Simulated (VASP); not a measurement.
# CoO (R3m) in VASP: single point with PBE+U

Aim: the single point of CoO with PBE+U.

Program: VASP 6.6.1. These are calculated values, not measurements. Logs are shortened: lines on timing, memory, paths and dates and some standing lists are left out, and cuts for length are marked.

**1. The cell of the first run**

Symmetry: R3m, No. 160, trigonal system. The conventional cell has a = 3.273 Å, b = 3.273 Å, c = 7.921 Å, α = 90.00°, β = 90.00°, γ = 120.00°. Co (site symmetry 3m) has 4 O at 1.96 to 2.01 Å within 2.6 Å. Within 2.6 Å of O (site symmetry 3m) lie 4 Co at 1.96 to 2.01 Å.

**2. Single point, PBE+U, collinear spin, antiferromagnetic start**

Contents of INCAR:

```
SYSTEM = CoO
PREC = Accurate
ENCUT = 600
EDIFF = 1E-6
ISMEAR = 0
SIGMA = 0.02
LREAL = .False.
LASPH = .True.
NELM = 200
ALGO = Normal
ISIF = 2
LWAVE = .False.
LCHARG = .False.
ISPIN = 2
MAGMOM = -2.64 2.64 0 0
LORBIT = 11
LMAXMIX = 4
LDAU = .True.
LDAUTYPE = 2
LDAUL = 2 -1
LDAUU = 3.32 0
LDAUJ = 0 0
LDAUPRINT = 1
GGA = PE
NBANDS = 35
GGA_COMPAT = .False.
```

Contents of KPOINTS:

```
Automatic mesh
0
Gamma
  12 12 12
  0 0 0
```

Contents of POSCAR:

```
CoO
1.0
    1.6366323935      0.9449101529      5.2804256535
   -1.6366323935      0.9449101529      5.2804256535
    0.0000000000     -1.8898203059      5.2804256535
Co O
2 2
Direct
    0.9994849438      0.9994849438      0.9994849438
    0.4994850758      0.4994850758      0.4994850758
    0.3755146226      0.3755146226      0.3755146226
    0.8755147077      0.8755147077      0.8755147077
```

Potentials or basis: VASP PAW PBE potentials, release 64 (Co_sv, O).

Run with:

```sh
> cat potpaw_PBE.64/Co_sv/POTCAR potpaw_PBE.64/O/POTCAR > POTCAR
> mpirun -np 1 vasp_std > vasp.out
```

OUTCAR:

```text
SYSTEM = CoO
   PREC = Accurate
   ENCUT = 600
   EDIFF = 1E-6
   ISMEAR = 0
   LREAL = .False.
   LASPH = .True.
   NELM = 200
   ISIF = 2
   ISPIN = 2
   LORBIT = 11
   GGA = PE

 ion  position               nearest neighbor table
   1  0.999  0.999  0.999-   4 1.96   3 2.01   3 2.01   3 2.01
   2  0.499  0.499  0.499-   3 1.96   4 2.01   4 2.01   4 2.01
   3  0.376  0.376  0.376-   2 1.96   1 2.01   1 2.01   1 2.01
   4  0.876  0.876  0.876-   1 1.96   2 2.01   2 2.01   2 2.01

  LATTYP: Found a trigonal (rhomboedric) cell.
 ALAT       =     5.6084147378
 COS(alpha) =     0.8296853378

  Lattice vectors:

 A1 = (   1.6366323935,   0.9449101529,   5.2804256535)
 A2 = (  -1.6366323935,   0.9449101529,   5.2804256535)
 A3 = (   0.0000000000,  -1.8898203059,   5.2804256535)

Analysis of symmetry for initial positions (statically):
=====================================================================
 Subroutine PRICEL returns following result:

  LATTYP: Found a trigonal (rhomboedric) cell.
 ALAT       =     3.2468685838
 COS(alpha) =     0.4918366796
[... 12 lines left out ...]
 Subroutine GETGRP returns: Found  6 space group operations
 (whereof  6 operations were pure point group operations)
 out of a pool of 12 trial point group operations.

The static configuration has the point symmetry C_3v.

Analysis of symmetry for dynamics (positions and initial velocities):
=====================================================================
 Subroutine PRICEL returns following result:

  LATTYP: Found a trigonal (rhomboedric) cell.
 ALAT       =     3.2468685838
 COS(alpha) =     0.4918366796
[... 12 lines left out ...]
 Subroutine GETGRP returns: Found  6 space group operations
 (whereof  6 operations were pure point group operations)
 out of a pool of 12 trial point group operations.

The dynamic configuration has the point symmetry C_3v.

Analysis of structural, dynamic, and magnetic symmetry:
=====================================================================
 Subroutine PRICEL returns following result:

  LATTYP: Found a trigonal (rhomboedric) cell.
 ALAT       =     3.2468685838
 COS(alpha) =     0.4918366796
[... 12 lines left out ...]
 Subroutine GETGRP returns: Found  6 space group operations
 (whereof  6 operations were pure point group operations)
 out of a pool of 12 trial point group operations.

The overall configuration has the point symmetry C_3v.

 Subroutine INISYM returns: Found  6 space group operations
 (whereof  6 operations are pure point group operations),
 and found     2 'primitive' translations

----------------------------------------------------------------------------------------

                                     Primitive cell

  volume of cell :      24.4981

  direct lattice vectors                    reciprocal lattice vectors
     0.000000000  1.889820306  2.640214918    -0.000000161  0.352767133  0.126252415
    -1.636632394 -0.944910153  2.640210736    -0.305505541 -0.176383706  0.126252415
     1.636632394 -0.944910153  2.640214918     0.305505218 -0.176383706  0.126252415

  length of vectors
     3.246868584  3.246865183  3.246868584     0.374678959  0.374679222  0.374678959

  position of ions in fractional coordinates (direct lattice)
     0.998969360  0.998969360  0.998969360
     0.751028953  0.751028953  0.751028953

  ion indices of the primitive-cell ions
   primitive index   ion index
                 1           1
                 2           4

----------------------------------------------------------------------------------------

 KPOINTS: Automatic mesh

Automatic generation of k-mesh.
 Grid dimensions read from file:
 generate k-points for:   12   12   12

 Generating k-lattice:

  Cartesian coordinates                     Fractional coordinates (reciprocal lattice)
     0.025458782  0.014698634  0.005260519     0.083333333  0.000000000  0.000000000
    -0.025458782  0.014698634  0.005260519     0.000000000  0.083333333  0.000000000
     0.000000000 -0.029397269  0.005260519    -0.000000000 -0.000000000  0.083333333

[... 80 lines left out ...]
   LORBIT       =     11    0 simple, 1 ext, 2 COOP (PROOUT), +10 PAW based schemes
 LDA+U is selected, type is set to LDAUTYPE =  2
   angular momentum for each species LDAUL =     2   -1
   U (eV)           for each species LDAUU =   3.3  0.0
   J (eV)           for each species LDAUJ =   0.0  0.0
   GGA     = PE    functional components
   LHFCALC =     F    Hartree Fock is set to
   AEXX    =    0.0000 exact exchange contribution
   IVDW    =     0    specifies the selected vdW correction
   LEPSILON=     F    determine dielectric tensor
   LRPA    =     F    only Hartree local field effects (RPA)
 spin polarized calculation
 Gauss-broadening in eV      SIGMA  =   0.02
  energy-cutoff  :      600.00
  volume of cell :       49.00
 maximum number of plane-waves:      1677
 NGX is ok and might be reduce to    48
   NGX = 23   NGY = 23   NGZ = 23

 number of electron      46.0000000 magnetization       0.0000000

atom =   1  type =  1  l = 2

 onsite density matrix

spin component  1

  0.3817 -0.0000 -0.0000  0.3924 -0.0000
 -0.0000  0.6125 -0.0000  0.0000  0.3924
 -0.0000 -0.0000  0.1044  0.0000 -0.0000
  0.3924  0.0000  0.0000  0.6125  0.0000
 -0.0000  0.3924 -0.0000  0.0000  0.3817

spin component  2

  0.9264 -0.0000 -0.0000 -0.0038 -0.0000
 -0.0000  0.9217 -0.0000 -0.0000 -0.0038
 -0.0000 -0.0000  0.9174 -0.0000 -0.0000
 -0.0038 -0.0000 -0.0000  0.9217  0.0000
 -0.0000 -0.0038 -0.0000  0.0000  0.9264

 occupancies and eigenvectors

  o =  0.0881  v =  0.0000  0.5991 -0.0000 -0.0000 -0.8006  0.0000  0.0000  0.0000  0.0000  0.0000      0.0000  0.0000  0.0000  0.0000  0.0000  0.0000  0.0000  0.0000  0.0000  0.0000
  o =  0.0881  v =  0.8006 -0.0000  0.0000 -0.5991  0.0000  0.0000  0.0000  0.0000  0.0000  0.0000      0.0000  0.0000  0.0000  0.0000  0.0000  0.0000  0.0000  0.0000  0.0000  0.0000
  o =  0.1044  v = -0.0000  0.0000  1.0000  0.0000 -0.0000  0.0000  0.0000  0.0000  0.0000  0.0000      0.0000  0.0000  0.0000  0.0000  0.0000  0.0000  0.0000  0.0000  0.0000  0.0000
  o =  0.9061  v =  0.0000 -0.8006  0.0000  0.0000 -0.5991  0.0000  0.0000  0.0000  0.0000  0.0000      0.0000  0.0000  0.0000  0.0000  0.0000  0.0000  0.0000  0.0000  0.0000  0.0000
  o =  0.9061  v = -0.5991 -0.0000  0.0000 -0.8006 -0.0000  0.0000  0.0000  0.0000  0.0000  0.0000      0.0000  0.0000  0.0000  0.0000  0.0000  0.0000  0.0000  0.0000  0.0000  0.0000
  o =  0.9174  v =  0.0000  0.0000  0.0000  0.0000  0.0000  0.0000  0.0000  1.0000  0.0000  0.0000      0.0000  0.0000  0.0000  0.0000  0.0000  0.0000  0.0000  0.0000  0.0000  0.0000
  o =  0.9196  v =  0.0000  0.0000  0.0000  0.0000  0.0000  0.0000 -0.8733  0.0000  0.0000 -0.4871      0.0000  0.0000  0.0000  0.0000  0.0000  0.0000  0.0000  0.0000  0.0000  0.0000
  o =  0.9196  v =  0.0000  0.0000  0.0000  0.0000  0.0000  0.4871  0.0000 -0.0000  0.8733  0.0000      0.0000  0.0000  0.0000  0.0000  0.0000  0.0000  0.0000  0.0000  0.0000  0.0000
  o =  0.9285  v =  0.0000  0.0000  0.0000  0.0000  0.0000  0.0000  0.4871  0.0000 -0.0000 -0.8733      0.0000  0.0000  0.0000  0.0000  0.0000  0.0000  0.0000  0.0000  0.0000  0.0000
  o =  0.9285  v =  0.0000  0.0000  0.0000  0.0000  0.0000 -0.8733  0.0000  0.0000  0.4871 -0.0000      0.0000  0.0000  0.0000  0.0000  0.0000  0.0000  0.0000  0.0000  0.0000  0.0000

atom =   2  type =  1  l = 2

 onsite density matrix

spin component  1

  0.9264  0.0000 -0.0000 -0.0038 -0.0000
  0.0000  0.9217 -0.0000 -0.0000 -0.0038
 -0.0000 -0.0000  0.9174 -0.0000 -0.0000
 -0.0038 -0.0000 -0.0000  0.9217  0.0000
 -0.0000 -0.0038 -0.0000  0.0000  0.9264

spin component  2

  0.3817  0.0000 -0.0000  0.3924 -0.0000
  0.0000  0.6125 -0.0000  0.0000  0.3924
 -0.0000 -0.0000  0.1044  0.0000 -0.0000
  0.3924  0.0000  0.0000  0.6125 -0.0000
 -0.0000  0.3924 -0.0000 -0.0000  0.3817

 occupancies and eigenvectors

  o =  0.0881  v =  0.0000  0.0000  0.0000  0.0000  0.0000 -0.0000 -0.5991  0.0000  0.0000  0.8006      0.0000  0.0000  0.0000  0.0000  0.0000  0.0000  0.0000  0.0000  0.0000  0.0000
  o =  0.0881  v =  0.0000  0.0000  0.0000  0.0000  0.0000 -0.8006  0.0000 -0.0000  0.5991 -0.0000      0.0000  0.0000  0.0000  0.0000  0.0000  0.0000  0.0000  0.0000  0.0000  0.0000
  o =  0.1044  v =  0.0000  0.0000  0.0000  0.0000  0.0000 -0.0000  0.0000  1.0000  0.0000 -0.0000      0.0000  0.0000  0.0000  0.0000  0.0000  0.0000  0.0000  0.0000  0.0000  0.0000
  o =  0.9061  v =  0.0000  0.0000  0.0000  0.0000  0.0000  0.0000 -0.8006  0.0000  0.0000 -0.5991      0.0000  0.0000  0.0000  0.0000  0.0000  0.0000  0.0000  0.0000  0.0000  0.0000
  o =  0.9061  v =  0.0000  0.0000  0.0000  0.0000  0.0000 -0.5991 -0.0000  0.0000 -0.8006 -0.0000      0.0000  0.0000  0.0000  0.0000  0.0000  0.0000  0.0000  0.0000  0.0000  0.0000
  o =  0.9174  v =  0.0000 -0.0000 -1.0000  0.0000 -0.0000  0.0000  0.0000  0.0000  0.0000  0.0000      0.0000  0.0000  0.0000  0.0000  0.0000  0.0000  0.0000  0.0000  0.0000  0.0000
  o =  0.9196  v =  0.0000 -0.8733  0.0000 -0.0000 -0.4871  0.0000  0.0000  0.0000  0.0000  0.0000      0.0000  0.0000  0.0000  0.0000  0.0000  0.0000  0.0000  0.0000  0.0000  0.0000
  o =  0.9196  v = -0.4871  0.0000 -0.0000 -0.8733 -0.0000  0.0000  0.0000  0.0000  0.0000  0.0000      0.0000  0.0000  0.0000  0.0000  0.0000  0.0000  0.0000  0.0000  0.0000  0.0000
  o =  0.9285  v =  0.0000  0.4871  0.0000  0.0000 -0.8733  0.0000  0.0000  0.0000  0.0000  0.0000      0.0000  0.0000  0.0000  0.0000  0.0000  0.0000  0.0000  0.0000  0.0000  0.0000
  o =  0.9285  v = -0.8733 -0.0000  0.0000  0.4871  0.0000  0.0000  0.0000  0.0000  0.0000  0.0000      0.0000  0.0000  0.0000  0.0000  0.0000  0.0000  0.0000  0.0000  0.0000  0.0000

 number of electron      45.9999991 magnetization      -0.0000000

 Free energy of the ion-electron system (eV)
  ---------------------------------------------------
  ext. energy  EPLUGINS =         0.00000000
  ---------------------------------------------------
  free energy    TOTEN  =       -23.83487527 eV

  energy without entropy =      -23.83487527  energy(sigma->0) =      -23.83487527

 E-fermi :   5.6341     XC(G=0): -10.9746

 val. band max:        5.5225487005   @ k =   0.5000   0.5000   0.5000
 cond. band min:       6.3990236822   @ k =   0.0000   0.0000   0.0000
 fundamental gap:      0.8764749817
 Fermi energy:         5.6341389502

 spin component 1

 k-point     1 :       0.0000    0.0000    0.0000
  band No.  band energies     occupation
      1     -90.5240      1.00000
      2     -87.3997      1.00000
      3     -53.8719      1.00000
      4     -53.7490      1.00000
      5     -53.7490      1.00000
      6     -50.7818      1.00000
[... 1817 lines left out ...]
     34      19.3767      0.00000
     35      23.0567      0.00000

 [... further k-points ...]

------------------------ aborting loop because EDIFF is reached ----------------------------------------

  FORCE on cell =-STRESS in cart. coord.  units (eV):
  Direction    XX          YY          ZZ          XY          YZ          ZX
  --------------------------------------------------------------------------------------
  -------------------------------------------------------------------------------------
  Total       -0.8040948     -0.8040948     -0.8181660      0.0000000      0.0000000      0.0000000
  in kB      -26.2939586    -26.2939586    -26.7540875      0.0000000      0.0000000      0.0000000
  external PRESSURE =     -26.4473349 kB  Pullay stress =       0.0000000 kB

 VOLUME and BASIS-vectors are now :
 -----------------------------------------------------------------------------
  energy-cutoff  :      600.00
  volume of cell :       49.00
      direct lattice vectors                 reciprocal lattice vectors
     1.636632394  0.944910153  5.280425654     0.305505379  0.176383613  0.063126224
    -1.636632394  0.944910153  5.280425654    -0.305505379  0.176383613  0.063126224
     0.000000000 -1.889820306  5.280425654     0.000000000 -0.352767226  0.063126224

 POSITION                                       TOTAL-FORCE (eV/Angst)
 -----------------------------------------------------------------------------------
      0.00000     -0.00000     15.83312        -0.000000     -0.000000      0.000539
      0.00000     -0.00000      7.91248        -0.000000     -0.000000      0.000539
      0.00000     -0.00000      5.94863        -0.000000      0.000000     -0.000539
      0.00000     -0.00000     13.86927         0.000000      0.000000     -0.000539
 -----------------------------------------------------------------------------------
    total drift:                               -0.000000     -0.000000     -0.003827

  FREE ENERGIE OF THE ION-ELECTRON SYSTEM (eV)
  ---------------------------------------------------
  free  energy   TOTEN  =       -23.8348752708 eV

  energy  without entropy=      -23.8348752708  energy(sigma->0) =      -23.83487527

 total charge

# of ion       s       p       d       tot
------------------------------------------
    1        2.166   6.079   6.680  14.926
    2        2.166   6.079   6.680  14.926
    3        1.543   3.461   0.000   5.004
    4        1.543   3.461   0.000   5.004
--------------------------------------------------
tot          7.419  19.081  13.360  39.860

 magnetization (x)

# of ion       s       p       d       tot
------------------------------------------
    1       -0.010  -0.020  -2.516  -2.547
    2        0.010   0.020   2.516   2.547
    3       -0.008  -0.074   0.000  -0.082
    4        0.008   0.074   0.000   0.082
--------------------------------------------------
tot          0.000   0.000   0.000   0.000
```

It took 27 min on 1 thread of Intel Xeon Platinum 8488C (Sapphire Rapids), shared host; peak memory 0.8 GiB.

What came out:

```
Free energy                                           : -23.8349 eV
Pressure                                              : -2.6 GPa
Band gap on the k mesh                                : 0.88 eV
Net moment                                            : 0.00 μB per cell
Site moments                                          : Co -2.55, +2.55; O -0.08, +0.08 μB
Valence electrons inside the program's atomic spheres : Co 14.93; O 5.00
```

Eigenvalues of the final occupation matrices:
| site | spin | trace | eigenvalues |
| --- | --- | --- | --- |
| site 1 d | 1 | 2.09 | 0.09 0.09 0.10 0.91 0.91 |
| site 1 d | 2 | 4.61 | 0.92 0.92 0.92 0.93 0.93 |
| site 2 d | 1 | 4.61 | 0.92 0.92 0.92 0.93 0.93 |
| site 2 d | 2 | 2.09 | 0.09 0.09 0.10 0.91 0.91 |

A k mesh can miss the band edges. The state reached can hang on the start; a lower one may exist.
